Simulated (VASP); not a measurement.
# Ag (P6_3/mmc) in VASP: a series of runs

Runs on Ag. Level: PBE. Tasks: single point.

Everything below comes from runs of VASP 6.6.1. Logs are shortened: lines on timing, memory, paths and dates and some standing lists are left out, and cuts for length are marked.

### 1 The cell of the first run

It takes space group P6_3/mmc (No. 194, hexagonal). The conventional cell has a = 2.815 Å, b = 2.815 Å, c = 9.157 Å, α = 90.00°, β = 90.00°, γ = 120.00°. Within 3.7 Å of Ag (site symmetry -6m2) lie 12 Ag at 2.81 to 2.82 Å. Within 3.7 Å of Ag (site symmetry -3m) lie 12 Ag at 2.81 to 2.82 Å.

This isn't the form of Ag at room conditions, which is fcc.

### 2 Single point, PBE (15.72 Å³/atom)

Input file INCAR:

```
SYSTEM = Ag
ALGO     = Fast           ! electronic algorithm
EDIFF    = 1E-6           ! SCF threshold, eV
ENCUT    = 520            ! plane-wave cutoff, eV
GGA      = PE             ! functional
ISIF     = 2              ! what is computed and relaxed
ISMEAR   = 0              ! smearing method
LASPH    = .True.         ! aspherical terms in the spheres
LCHARG   = .True.         ! write CHGCAR
LELF     = .True.         ! ELF
LREAL    = .False.        ! projectors in reciprocal space
LVHAR    = .True.       
LWAVE    = .False.        ! write WAVECAR
NBANDS   = 30             ! bands
NELM     = 80             ! most SCF steps
PREC     = Accurate       ! precision mode
SIGMA    = 0.1            ! smearing width, eV
```

Input file KPOINTS:

```
k-points
0
Gamma
  18 18 4
  0 0 0
```

Input file POSCAR:

```
Ag
1.0
    2.8154707357      0.0000000000      0.0000000000
   -1.4077353679      2.4382691807      0.0000000000
    0.0000000000      0.0000000000      9.1569738637
Ag
4
Direct
    0.3333333333      0.6666666667      0.2500000000
    0.6666666667      0.3333333333      0.7500000000
    0.0000000000      0.0000000000      0.0000000000
    0.0000000000      0.0000000000      0.5000000000
```

Potentials or basis: VASP PAW PBE potentials, release 64 (Ag).

Run with:

```console
cat potpaw_PBE.64/Ag/POTCAR > POTCAR
mpirun -np 1 vasp_std > vasp.out
```

OUTCAR:

```text
SYSTEM = Ag
   EDIFF = 1E-6
   ENCUT = 520
   GGA = PE
   ISIF = 2
   ISMEAR = 0
   LASPH = .True.
   LREAL = .False.
   NELM = 80
   PREC = Accurate

 ion  position               nearest neighbor table
   1  0.333  0.667  0.250-   3 2.81   4 2.81   3 2.81   4 2.81   3 2.81   4 2.81
   2  0.667  0.333  0.750-   3 2.81   4 2.81   3 2.81   4 2.81   3 2.81   4 2.81
   3  0.000  0.000  0.000-   1 2.81   2 2.81   2 2.81   1 2.81   2 2.81   1 2.81
   4  0.000  0.000  0.500-   1 2.81   2 2.81   2 2.81   1 2.81   2 2.81   1 2.81

  LATTYP: Found a hexagonal cell.
 ALAT       =     2.8154707357
 C/A-ratio  =     3.2523775678

  Lattice vectors:

 A1 = (   2.8154707357,   0.0000000000,   0.0000000000)
 A2 = (  -1.4077353679,   2.4382691807,   0.0000000000)
 A3 = (   0.0000000000,   0.0000000000,   9.1569738637)

Analysis of symmetry for initial positions (statically):
=====================================================================
 Subroutine PRICEL returns:
 Original cell was already a primitive cell.

 Routine SETGRP: Setting up the symmetry group for a
 hexagonal supercell.

 Subroutine GETGRP returns: Found 24 space group operations
 (whereof 12 operations were pure point group operations)
 out of a pool of 24 trial point group operations.

The static configuration has the point symmetry D_3d.
 The point group associated with its full space group is D_6h.

Analysis of symmetry for dynamics (positions and initial velocities):
=====================================================================
 Subroutine PRICEL returns:
 Original cell was already a primitive cell.

 Routine SETGRP: Setting up the symmetry group for a
 hexagonal supercell.

 Subroutine GETGRP returns: Found 24 space group operations
 (whereof 12 operations were pure point group operations)
 out of a pool of 24 trial point group operations.

The dynamic configuration has the point symmetry D_3d.
 The point group associated with its full space group is D_6h.

 Subroutine INISYM returns: Found 24 space group operations
 (whereof 12 operations are pure point group operations),
 and found     1 'primitive' translations

----------------------------------------------------------------------------------------

                                     Primitive cell

  volume of cell :      62.8615

  direct lattice vectors                    reciprocal lattice vectors
     2.815470736  0.000000000  0.000000000     0.355180392  0.205063495  0.000000000
    -1.407735368  2.438269181  0.000000000     0.000000000  0.410126990  0.000000000
     0.000000000  0.000000000  9.156973864     0.000000000  0.000000000  0.109206384

  length of vectors
     2.815470736  2.815470736  9.156973864     0.410126990  0.410126990  0.109206384

  position of ions in fractional coordinates (direct lattice)
     0.333333333  0.666666667  0.250000000
     0.666666667  0.333333333  0.750000000
     0.000000000  0.000000000  0.000000000
     0.000000000  0.000000000  0.500000000

  ion indices of the primitive-cell ions
   primitive index   ion index
                 1           1
                 2           2
                 3           3
                 4           4

----------------------------------------------------------------------------------------

 KPOINTS: k-points

Automatic generation of k-mesh.
 Grid dimensions read from file:
 generate k-points for:   18   18    4

 Generating k-lattice:

  Cartesian coordinates                     Fractional coordinates (reciprocal lattice)
     0.019732244  0.011392416  0.000000000     0.055555556  0.000000000  0.000000000
     0.000000000  0.022784833  0.000000000     0.000000000  0.055555556  0.000000000
     0.000000000  0.000000000  0.027301596     0.000000000  0.000000000  0.250000000

  Length of vectors
     0.022784833  0.022784833  0.027301596

  Shift w.r.t. Gamma in fractional coordinates (k-lattice)
     0.000000000  0.000000000  0.000000000

 Subroutine IBZKPT returns following result:
 ===========================================

 Found    111 irreducible k-points:

 Following reciprocal coordinates:
            Coordinates               Weight
  0.000000  0.000000  0.000000      1.000000
  0.055556  0.000000  0.000000      6.000000
  0.111111  0.000000  0.000000      6.000000
  0.166667  0.000000  0.000000      6.000000
  0.222222  0.000000  0.000000      6.000000
  0.277778  0.000000  0.000000      6.000000
[... 16 lines left out ...]
  0.333333  0.111111  0.000000     12.000000
  0.388889  0.111111  0.000000     12.000000
 [... further k-points ...]
   k-points           NKPTS =    111   k-points in BZ     NKDIM =    111   number of bands    NBANDS=     30
   number of dos      NEDOS =    301   number of ions     NIONS =      4
   total plane-waves  NPLWV =  40320
   dimension x,y,z NGX =    24 NGY =   24 NGZ =   70
   dimension x,y,z NGXF=    48 NGYF=   48 NGZF=  140
   ions per type =               4
   NGX,Y,Z   is equivalent  to a cutoff of  14.17, 14.17, 12.71 a.u.
   NGXF,Y,Z  is equivalent  to a cutoff of  28.34, 28.34, 25.42 a.u.
 SYSTEM =  Ag
   PREC   = accura    normal or accurate (medium, high low for compatibility)
   ISTART =      0    job   : 0-new  1-cont  2-samecut
   ICHARG =      2    charge: 1-file 2-atom 10-const
   ISPIN  =      1    spin polarized calculation?
   LNONCOLLINEAR =      F non collinear calculations
   LSORBIT =      F    spin-orbit coupling
   LASPH  =      T    aspherical Exc in radial PAW
   ENCUT  =  520.0 eV  38.22 Ry    6.18 a.u.   5.23  5.23 17.03*2*pi/ulx,y,z
   NELM   =     80;   NELMIN=  2; NELMDL= -5     # of ELM steps
   EDIFF  = 0.1E-05   stopping-criterion for ELM
   LREAL  =      F    real-space projection
   EDIFFG = 0.1E-04   stopping-criterion for IOM
   NSW    =      0    number of steps for IOM
   IBRION =     -1    ionic relax: 0-MD 1-quasi-New 2-CG
   NFREE  =      0    steps in history (QN), initial steepest desc. (CG)
   ISIF   =      2    stress and relaxation
   ISYM   =      2    0-nonsym 1-usesym 2-fastsym
   POTIM  = 0.5000    time-step for ionic-motion
   TEBEG  =    0.0;   TEEND  =   0.0 temperature during run
   PSTRESS=    0.0 pullay stress
   NELECT =      44.0000    total number of electrons
   NUPDOWN=      -1.0000    fix difference up-down
   EMIN   =  10.00;   EMAX   =-10.00  energy-range for DOS
   EFERMI =   0.00;   METHOD = LEGACY
   ISMEAR =     0;   SIGMA  =   0.10  broadening in eV -4-tet -1-fermi 0-gaus
   EFERMI_NEDOS =   21; number of points for ismear=-14 and -15
   IALGO  =     68    algorithm
   IMIX   =      4    mixing-type and parameters
     AMIX     =   0.40;   BMIX     =  1.00
     AMIX_MAG =   1.60;   BMIX_MAG =  1.00
  volume/ion in A,a.u.               =      15.72       106.05
  Fermi-wavevector in a.u.,A,eV,Ry     =   1.453553  2.746817 28.746607  2.112816
  Thomas-Fermi vector in A             =   2.570806
   LORBIT       =      0    0 simple, 1 ext, 2 COOP (PROOUT), +10 PAW based schemes
   GGA     = PE    functional components
   LHFCALC =     F    Hartree Fock is set to
   AEXX    =    0.0000 exact exchange contribution
   IVDW    =     0    specifies the selected vdW correction
   LEPSILON=     F    determine dielectric tensor
   LRPA    =     F    only Hartree local field effects (RPA)
 non-spin polarized calculation
 RMM-DIIS sequential band-by-band and
 Gauss-broadening in eV      SIGMA  =   0.10
  energy-cutoff  :      520.00
  volume of cell :       62.86
 maximum number of plane-waves:      1710
 NGX is ok and might be reduce to    24
   NGX = 11   NGY = 11   NGZ = 35

 number of electron      44.0000021 magnetization

 Free energy of the ion-electron system (eV)
  ---------------------------------------------------
  ext. energy  EPLUGINS =         0.00000000
  ---------------------------------------------------
  free energy    TOTEN  =       -10.48258884 eV

  energy without entropy =      -10.47915087  energy(sigma->0) =      -10.48086985

 E-fermi :   9.6521     XC(G=0): -12.7039

 val. band max:        9.6429958003   @ k =   0.4444   0.0556   0.5000
 cond. band min:       9.7576969000   @ k =   0.1667   0.1111   0.5000
 fundamental gap:      0.1147010996
 Fermi energy:         9.6521362878

 k-point     1 :       0.0000    0.0000    0.0000
  band No.  band energies     occupation
      1       1.2288      2.00000
      2       2.6768      2.00000
      3       2.7053      2.00000
      4       2.7115      2.00000
      5       4.4713      2.00000
      6       4.4713      2.00000
[... 22 lines left out ...]
     29      25.4574      0.00000
     30      26.4410      0.00000

 k-point     2 :       0.0556    0.0000    0.0000
  band No.  band energies     occupation
      1       1.3205      2.00000
      2       2.7346      2.00000
      3       2.7868      2.00000
      4       2.7916      2.00000
      5       4.4076      2.00000
      6       4.4419      2.00000
[... 22 lines left out ...]
     29      25.4555      0.00000
     30      26.2518      0.00000

 k-point     3 :       0.1111    0.0000    0.0000
  band No.  band energies     occupation
      1       1.5874      2.00000
      2       2.8919      2.00000
      3       3.0127      2.00000
      4       3.0144      2.00000
      5       4.1864      2.00000
      6       4.3508      2.00000
[... 22 lines left out ...]
     29      25.2274      0.00000
     30      25.4586      0.00000

 k-point     4 :       0.1667    0.0000    0.0000
  band No.  band energies     occupation
      1       1.9994      2.00000
      2       3.0825      2.00000
      3       3.2951      2.00000
      4       3.3129      2.00000
      5       3.9324      2.00000
      6       4.1084      2.00000
[... 22 lines left out ...]
     29      24.0974      0.00000
     30      24.1352      0.00000

 k-point     5 :       0.2222    0.0000    0.0000
  band No.  band energies     occupation
      1       2.4786      2.00000
      2       3.1707      2.00000
      3       3.3848      2.00000
      4       3.5046      2.00000
      5       3.7929      2.00000
      6       3.8963      2.00000
[... 22 lines left out ...]
     29      22.4346      0.00000
     30      22.6034      0.00000
[... 526 lines left out ...]
     29      20.9560      0.00000
     30      22.9642      0.00000

 k-point    22 :       0.2778    0.1111    0.0000
  band No.  band energies     occupation
      1       3.0255      2.00000
      2       3.1045      2.00000
      3       3.1869      2.00000
      4       3.6568      2.00000
      5       3.6913      2.00000
      6       3.7592      2.00000
[... 22 lines left out ...]
     29      20.1432      0.00000
     30      22.4993      0.00000

 k-point    23 :       0.3333    0.1111    0.0000
  band No.  band energies     occupation
      1       2.9179      2.00000
      2       2.9206      2.00000
      3       3.0502      2.00000
      4       3.5583      2.00000
      5       3.5972      2.00000
      6       3.8427      2.00000
[... 22 lines left out ...]
     29      19.4954      0.00000
     30      21.8325      0.00000

 k-point    24 :       0.3889    0.1111    0.0000
  band No.  band energies     occupation
      1       2.7983      2.00000
      2       2.8470      2.00000
      3       2.9586      2.00000
      4       3.4661      2.00000
      5       3.5306      2.00000
      6       3.8069      2.00000
[... 22 lines left out ...]
     29      19.0545      0.00000
     30      20.3240      0.00000

 [... further k-points ...]

------------------------ aborting loop because EDIFF is reached ----------------------------------------

  FORCE on cell =-STRESS in cart. coord.  units (eV):
  Direction    XX          YY          ZZ          XY          YZ          ZX
  --------------------------------------------------------------------------------------
  -------------------------------------------------------------------------------------
  Total        6.4435234      6.4435234      6.4593441     -0.0000000      0.0000000      0.0000000
  in kB      164.2288128    164.2288128    164.6320395     -0.0000000      0.0000000      0.0000000
  external PRESSURE =     164.3632217 kB  Pullay stress =       0.0000000 kB

 VOLUME and BASIS-vectors are now :
 -----------------------------------------------------------------------------
  energy-cutoff  :      520.00
  volume of cell :       62.86
      direct lattice vectors                 reciprocal lattice vectors
     2.815470736  0.000000000  0.000000000     0.355180392  0.205063495  0.000000000
    -1.407735368  2.438269181  0.000000000     0.000000000  0.410126990  0.000000000
     0.000000000  0.000000000  9.156973864     0.000000000  0.000000000  0.109206384

 POSITION                                       TOTAL-FORCE (eV/Angst)
 -----------------------------------------------------------------------------------
     -0.00000      1.62551      2.28924         0.000000     -0.000000     -0.000000
      1.40774      0.81276      6.86773        -0.000000      0.000000      0.000000
      0.00000      0.00000      0.00000         0.000000     -0.000000      0.000000
      0.00000      0.00000      4.57849         0.000000     -0.000000      0.000000
 -----------------------------------------------------------------------------------
    total drift:                               -0.000000      0.000000      0.000000

  FREE ENERGIE OF THE ION-ELECTRON SYSTEM (eV)
  ---------------------------------------------------
  free  energy   TOTEN  =       -10.4825888369 eV

  energy  without entropy=      -10.4791508668  energy(sigma->0) =      -10.48086985
```

It took 3.9 min on 1 thread of Intel Xeon Platinum 8259CL at 2.50GHz (Skylake/Cascade Lake), shared host; peak memory 0.29 GiB.

Results:

- Free energy: -10.4826 eV
- Pressure: 16.4 GPa
- Band gap on the k mesh: zero (bands 22 and 23 overlap by 6.78 eV)

Levels at points of the mesh, in eV from the Fermi level:
```
           k point  band 20  band 21  band 22  band 23  band 24  band 25
(0.00, 0.00, 0.00)    -3.57    -3.57    -3.11    -3.11    -0.63     4.10
(0.50, 0.00, 0.00)    -2.86    -0.41     0.57     1.08     1.63     4.75
(0.00, 0.00, 0.50)    -3.30    -3.30    -3.30    -2.73    -2.73     7.03
(0.50, 0.00, 0.50)    -2.91     0.14     0.14     1.44     1.44     5.13
```

Caveat: the cell stands under pressure.

### 3 Single point, PBE (16.25 Å³/atom)

This run uses another cell than the first one, of 16.25 Å³/atom.

Input file INCAR:

```
PREC = Accurate
ENCUT = 520
EDIFF = 1E-6
ISMEAR = 0
SIGMA = 0.1
LREAL = False
LASPH = True
NELM = 100
ALGO = Fast
ISIF = 2
LWAVE = False
LCHARG = False
GGA = PE
NBANDS = 30
```

Input file KPOINTS:

```
Automatic mesh
0
Gamma
  18 18 4
```

Input file POSCAR:

```
Ag
1.0
    2.8471078864      0.0000000000      0.0000000000
   -1.4235539432      2.4656677570      0.0000000000
    0.0000000000      0.0000000000      9.2598698229
Ag
4
Direct
    0.3333333333      0.6666666667      0.2500000000
    0.6666666667      0.3333333333      0.7500000000
    0.0000000000      0.0000000000      0.0000000000
    0.0000000000      0.0000000000      0.5000000000
```

Potentials or basis: VASP PAW PBE potentials, release 64 (Ag).

Run with:

```console
cat potpaw_PBE.64/Ag/POTCAR > POTCAR
mpirun -np 1 vasp_std > vasp.out
```

Wall time 3.4 min (1 thread of Intel Xeon Platinum 8259CL at 2.50GHz (Skylake/Cascade Lake), shared host); peak memory 0.3 GiB.

Results (log left out):

* Free energy: -10.6661 eV
* Pressure: 10.9 GPa
* Band gap on the k mesh: zero (bands 22 and 23 overlap by 6.68 eV)

Levels at points of the mesh, in eV from the Fermi level:
```
           k point  band 20  band 21  band 22  band 23  band 24  band 25
(0.00, 0.00, 0.00)    -3.52    -3.52    -3.09    -3.09    -0.53     3.90
(0.50, 0.00, 0.00)    -2.85    -0.33     0.62     1.04     1.58     4.55
(0.00, 0.00, 0.50)    -3.27    -3.27    -3.27    -2.63    -2.63     6.82
(0.50, 0.00, 0.50)    -2.90     0.16     0.16     1.41     1.41     4.96
```

Caveat: the cell stands under pressure.
